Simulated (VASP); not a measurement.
# GdO (F-43m) in VASP: notebook, part 2 of 3

VASP 6.6.1. The steps go on from the part before.

**3. Single point, LDA, collinear spin, ferromagnetic start**

This run uses another cell than the first one, of 19.29 Å³/atom.

Input file INCAR:

```
SYSTEM = GdO
  PREC = Accurate
  ENCUT = 520
  EDIFF = 1E-7
  ISMEAR = -1
  SIGMA = 0.05
  LREAL = .FALSE.
  LASPH = .TRUE.
  NELM = 150
  ALGO = Normal
  ISIF = 2
  LWAVE = .FALSE.
  LCHARG = .FALSE.
  ISPIN = 2
  MAGMOM = 7 0
  LORBIT = 11
  LMAXMIX = 6
  GGA = CA
  NBANDS = 23
```

Input file KPOINTS:

```
Automatic mesh
0
G
  9 9 9
  0 0 0
```

Input file POSCAR:

```
GdO
1.0
    0.0000000000      2.6818786486      2.6818786486
    2.6818786486      0.0000000000      2.6818786486
    2.6818786486      2.6818786486      0.0000000000
Gd O
1 1
Direct
    0.0000000000      0.0000000000      0.0000000000
    0.7500000000      0.7500000000      0.7500000000
```

Potentials or basis: VASP PAW PBE potentials, release 64 (Gd, O).

The run is started by

```
$ cat potpaw_PBE.64/Gd/POTCAR potpaw_PBE.64/O/POTCAR > POTCAR
$ mpirun -np 1 vasp_std > vasp.out
```

OUTCAR:

```text
SYSTEM = GdO
   PREC = Accurate
   ENCUT = 520
   EDIFF = 1E-7
   ISMEAR = -1
   LREAL = .FALSE.
   LASPH = .TRUE.
   NELM = 150
   ISIF = 2
   ISPIN = 2
   LORBIT = 11
   GGA = CA

 ion  position               nearest neighbor table
   1  0.000  0.000  0.000-   2 2.32   2 2.32   2 2.32   2 2.32
   2  0.750  0.750  0.750-   1 2.32   1 2.32   1 2.32   1 2.32

  LATTYP: Found a face centered cubic cell.
 ALAT       =     5.3637572972

  Lattice vectors:

 A1 = (   0.0000000000,   2.6818786486,   2.6818786486)
 A2 = (   2.6818786486,   0.0000000000,   2.6818786486)
 A3 = (   2.6818786486,   2.6818786486,   0.0000000000)

Analysis of symmetry for initial positions (statically):
=====================================================================
 Subroutine PRICEL returns:
 Original cell was already a primitive cell.

 Routine SETGRP: Setting up the symmetry group for a
 face centered cubic supercell.

 Subroutine GETGRP returns: Found 24 space group operations
 (whereof 24 operations were pure point group operations)
 out of a pool of 48 trial point group operations.

The static configuration has the point symmetry T_d .

Analysis of symmetry for dynamics (positions and initial velocities):
=====================================================================
 Subroutine PRICEL returns:
 Original cell was already a primitive cell.

 Routine SETGRP: Setting up the symmetry group for a
 face centered cubic supercell.

 Subroutine GETGRP returns: Found 24 space group operations
 (whereof 24 operations were pure point group operations)
 out of a pool of 48 trial point group operations.

The dynamic configuration has the point symmetry T_d .

Analysis of structural, dynamic, and magnetic symmetry:
=====================================================================
 Subroutine PRICEL returns:
 Original cell was already a primitive cell.

 Routine SETGRP: Setting up the symmetry group for a
 face centered cubic supercell.

 Subroutine GETGRP returns: Found 24 space group operations
 (whereof 24 operations were pure point group operations)
 out of a pool of 48 trial point group operations.

The overall configuration has the point symmetry T_d .

 Subroutine INISYM returns: Found 24 space group operations
 (whereof 24 operations are pure point group operations),
 and found     1 'primitive' translations

----------------------------------------------------------------------------------------

                                     Primitive cell

  volume of cell :      38.5787

  direct lattice vectors                    reciprocal lattice vectors
     0.000000000  2.681878649  2.681878649    -0.186436474  0.186436474  0.186436474
     2.681878649  0.000000000  2.681878649     0.186436474 -0.186436474  0.186436474
     2.681878649  2.681878649  0.000000000     0.186436474  0.186436474 -0.186436474

  length of vectors
     3.792749157  3.792749157  3.792749157     0.322917446  0.322917446  0.322917446

  position of ions in fractional coordinates (direct lattice)
     0.000000000  0.000000000  0.000000000
     0.750000000  0.750000000  0.750000000

  ion indices of the primitive-cell ions
[... 67 lines left out ...]
   ISTART =      0    job   : 0-new  1-cont  2-samecut
   ICHARG =      2    charge: 1-file 2-atom 10-const
   ISPIN  =      2    spin polarized calculation?
   LNONCOLLINEAR =      F non collinear calculations
   LSORBIT =      F    spin-orbit coupling
   LASPH  =      T    aspherical Exc in radial PAW
   ENCUT  =  520.0 eV  38.22 Ry    6.18 a.u.   7.05  7.05  7.05*2*pi/ulx,y,z
   NELM   =    150;   NELMIN=  2; NELMDL= -5     # of ELM steps
   EDIFF  = 0.1E-06   stopping-criterion for ELM
   LREAL  =      F    real-space projection
   EDIFFG = 0.1E-05   stopping-criterion for IOM
   NSW    =      0    number of steps for IOM
   IBRION =     -1    ionic relax: 0-MD 1-quasi-New 2-CG
   NFREE  =      0    steps in history (QN), initial steepest desc. (CG)
   ISIF   =      2    stress and relaxation
   ISYM   =      2    0-nonsym 1-usesym 2-fastsym
   POTIM  = 0.5000    time-step for ionic-motion
   TEBEG  =    0.0;   TEEND  =   0.0 temperature during run
   PSTRESS=    0.0 pullay stress
   NELECT =      24.0000    total number of electrons
   NUPDOWN=      -1.0000    fix difference up-down
   EMIN   =  10.00;   EMAX   =-10.00  energy-range for DOS
   EFERMI =   0.00;   METHOD = LEGACY
   ISMEAR =    -1;   SIGMA  =   0.05  broadening in eV -4-tet -1-fermi 0-gaus
   EFERMI_NEDOS =   21; number of points for ismear=-14 and -15
   IALGO  =     38    algorithm
   IMIX   =      4    mixing-type and parameters
     AMIX     =   0.40;   BMIX     =  1.00
     AMIX_MAG =   1.60;   BMIX_MAG =  1.00
  volume/ion in A,a.u.               =      19.29       130.17
  Fermi-wavevector in a.u.,A,eV,Ry     =   1.397535  2.640959 26.573606  1.953105
  Thomas-Fermi vector in A             =   2.520782
   LORBIT       =     11    0 simple, 1 ext, 2 COOP (PROOUT), +10 PAW based schemes
   GGA     = CA    functional components
   LHFCALC =     F    Hartree Fock is set to
   AEXX    =    0.0000 exact exchange contribution
   IVDW    =     0    specifies the selected vdW correction
   LEPSILON=     F    determine dielectric tensor
   LRPA    =     F    only Hartree local field effects (RPA)
 spin polarized calculation
  energy-cutoff  :      520.00
  volume of cell :       38.58
 maximum number of plane-waves:      1049
   NGX = 15   NGY = 15   NGZ = 15

 number of electron      23.9999995 magnetization       6.8530356

 Free energy of the ion-electron system (eV)
  ---------------------------------------------------
  ext. energy  EPLUGINS =         0.00000000
  ---------------------------------------------------
  free energy    TOTEN  =       -22.94832205 eV

  energy without entropy =      -22.91881049  energy(sigma->0) =      -22.93356627

 E-fermi :   3.8707     XC(G=0): -10.6254

 val. band max:        3.8614535704   @ k =   0.4444   0.4444   0.0000
 cond. band min:       3.8773985146   @ k =  -0.3333   0.3333   0.0000
 fundamental gap:      0.0159449442
 Fermi energy:         3.8706767379

 spin component 1

 k-point     1 :       0.0000    0.0000    0.0000
  band No.  band energies     occupation
      1     -40.8714      1.00000
      2     -18.3643      1.00000
      3     -18.3643      1.00000
      4     -18.3643      1.00000
      5     -15.3873      1.00000
      6      -2.1154      1.00000
[... 613 lines left out ...]
     22      13.6294      0.00000
     23      14.5470      0.00000

 [... further k-points ...]

 spin component 2

 k-point     1 :       0.0000    0.0000    0.0000
  band No.  band energies     occupation
      1     -38.1163      1.00000
      2     -16.3146      1.00000
      3     -16.3146      1.00000
      4     -16.3146      1.00000
      5     -15.3911      1.00000
      6      -1.9166      1.00000
[... 613 lines left out ...]
     22      14.4341      0.00000
     23      15.0843      0.00000

 [... further k-points ...]

------------------------ aborting loop because EDIFF is reached ----------------------------------------

  FORCE on cell =-STRESS in cart. coord.  units (eV):
  Direction    XX          YY          ZZ          XY          YZ          ZX
  --------------------------------------------------------------------------------------
  -------------------------------------------------------------------------------------
  Total       -1.3770112     -1.3770112     -1.3770112      0.0000000      0.0000000     -0.0000000
  in kB      -57.1874436    -57.1874436    -57.1874436      0.0000000      0.0000000     -0.0000000
  external PRESSURE =     -57.1874436 kB  Pullay stress =       0.0000000 kB

 VOLUME and BASIS-vectors are now :
 -----------------------------------------------------------------------------
  energy-cutoff  :      520.00
  volume of cell :       38.58
      direct lattice vectors                 reciprocal lattice vectors
     0.000000000  2.681878649  2.681878649    -0.186436474  0.186436474  0.186436474
     2.681878649  0.000000000  2.681878649     0.186436474 -0.186436474  0.186436474
     2.681878649  2.681878649  0.000000000     0.186436474  0.186436474 -0.186436474

 POSITION                                       TOTAL-FORCE (eV/Angst)
 -----------------------------------------------------------------------------------
      0.00000      0.00000      0.00000        -0.000000     -0.000000     -0.000000
      4.02282      4.02282      4.02282         0.000000      0.000000      0.000000
 -----------------------------------------------------------------------------------
    total drift:                               -0.000000     -0.000000     -0.000000

  FREE ENERGIE OF THE ION-ELECTRON SYSTEM (eV)
  ---------------------------------------------------
  free  energy   TOTEN  =       -22.9483220458 eV

  energy  without entropy=      -22.9188104932  energy(sigma->0) =      -22.93356627

 total charge

# of ion       s       p       d       f       tot
--------------------------------------------------
    1        2.029   5.600   0.465   7.155  15.248
    2        1.556   3.406   0.000   0.000   4.962
--------------------------------------------------
tot          3.585   9.006   0.465   7.155  20.211

 magnetization (x)

# of ion       s       p       d       f       tot
--------------------------------------------------
    1       -0.005  -0.052   0.084   6.617   6.645
    2       -0.003  -0.049   0.000   0.000  -0.052
--------------------------------------------------
tot         -0.008  -0.101   0.084   6.617   6.593
```

stdout:

```text
POSCAR found type information on POSCAR GdO
 POSCAR found :  2 types and       2 ions
 scaLAPACK will be used
 -----------------------------------------------------------------------------
|                                                                             |
|                                                                             |
|     You enforced a specific xc type in the INCAR file but a different       |
|     I HOPE YOU KNOW WHAT YOU ARE DOING!                                     |
|                                                                             |
 -----------------------------------------------------------------------------

 LDA part: xc-table for (Slater(with rela. corr.)+CA(PZ))
 , standard interpolation
 POSCAR, INCAR and KPOINTS ok, starting setup
 FFT: planning ... GRIDC
 FFT: planning ... GRID_SOFT
 FFT: planning ... GRID
 WAVECAR not read
 entering main loop
```

It took 87 s on 1 thread of Intel Xeon Platinum 8259CL at 2.50GHz (Skylake/Cascade Lake), shared host; peak memory 0.19 GiB.

Results:

- Free energy: -22.9483 eV
- Pressure: -5.7 GPa
- Net moment: 6.85 μB per cell
- Site moments: Gd +6.64; O -0.05 μB
- Valence electrons inside the program's atomic spheres: Gd 15.25; O 4.96

Caveat: the cell stands under tension; the PAW data sets were made with another functional, which shifts forces and pressure a little; spin-orbit coupling is left out, which moves the levels of the heavy elements; a cell with one magnetic atom can't hold antiferromagnetic order, which such compounds often take; semilocal functionals describe open f shells poorly, which spoils levels, moments and volumes. The state reached can hang on the start; a lower one may exist.

[end of part 2 of 3]
